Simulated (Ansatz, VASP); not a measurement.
# TePb: VASP beside Ansatz

Contents of INCAR:

```
SYSTEM = TePb
PREC = Accurate
ENCUT = 500
EDIFF = 1E-7
ISMEAR = 0
SIGMA = 0.02
LREAL = .FALSE.
LASPH = .TRUE.
NELM = 120
ALGO = Normal
ISIF = 3
LWAVE = .FALSE.
LCHARG = .FALSE.
GGA = CA
IBRION = 2
NSW = 100
EDIFFG = -0.002
GGA_COMPAT = .FALSE.
NELMIN = 4
```

Contents of KPOINTS:

```
regular mesh
0
G
  10 10 10
  0 0 0
```

The input POSCAR:

```
TePb
1.0
    0.0000000000      3.1904425253      3.1904425253
    3.1904425253      0.0000000000      3.1904425253
    3.1904425253      3.1904425253      0.0000000000
Pb Te
1 1
Direct
    0.0000000000      0.0000000000      0.0000000000
    0.5000000000      0.5000000000      0.5000000000
```

Input for Ansatz:

```yaml
crystal:
  lattice:
    - [0.0, 3.1904425253, 3.1904425253]
    - [3.1904425253, 0.0, 3.1904425253]
    - [3.1904425253, 3.1904425253, 0.0]
  atoms:
    - { symbol: Pb, position: [0.0, 0.0, 0.0] }
    - { symbol: Te, position: [0.5, 0.5, 0.5] }
basis:
  ecutwfc: 420
kpoints:
  mp_grid: { grid: [10, 10, 10] }
hamiltonian:
  xc: lda
  pseudopotentials: { kind: paw, azcp: { folder: soft_1 } }
scf:
  occupations: { method: gaussian, width: 0.02 }
output:
  forces: true
  stress: true
  eigenvalues: true
  write_density: true
  write_potential: true
  elf: true
  volumetric_format: npy
relax:
  adjacent_minimum: "off"
  f_tol: 0.002
  max_steps: 80
  cell: { stress_tol: 0.02 }
```

Alike in both runs: task relaxation of cell and atoms; functional LDA; k mesh 10 × 10 × 10; occupations gaussian, width 0.02 eV; no spin polarisation.

|  | VASP | Ansatz |
| --- | --- | --- |
| version | VASP 6.6.1 | Ansatz 0.2.0 |
| potentials or method | VASP PAW LDA potentials, release 64 (Pb_d, Te), cutoff 500 eV | scalar-relativistic, plane waves, PAW |
| valence electrons in the cell | 20 | 30 |

VASP gave:

```
gap on the k mesh at the Fermi level, each at its own relaxed structure (eV) : 0.56
relaxed volume (Å³/atom)                                                     : 32.51
relaxed cell length with the largest relative difference (Å)                 : 4.514
```

Q: Which values does Ansatz return?

A: gap on the k mesh at the Fermi level, each at its own relaxed structure (eV): 0.58; relaxed volume (Å³/atom): 32.48; relaxed cell length with the largest relative difference (Å): 4.512.

Ansatz warns that its potentials were made for another functional, while VASP's fit it. LDA's correlation is that of Perdew and Zunger in VASP and of Perdew and Wang (1992) in Ansatz. VASP's potentials hold 20 valence electrons a cell and Ansatz's 30, so a difference there can come from the potentials and not from the codes.

Neither program's run includes spin-orbit coupling.
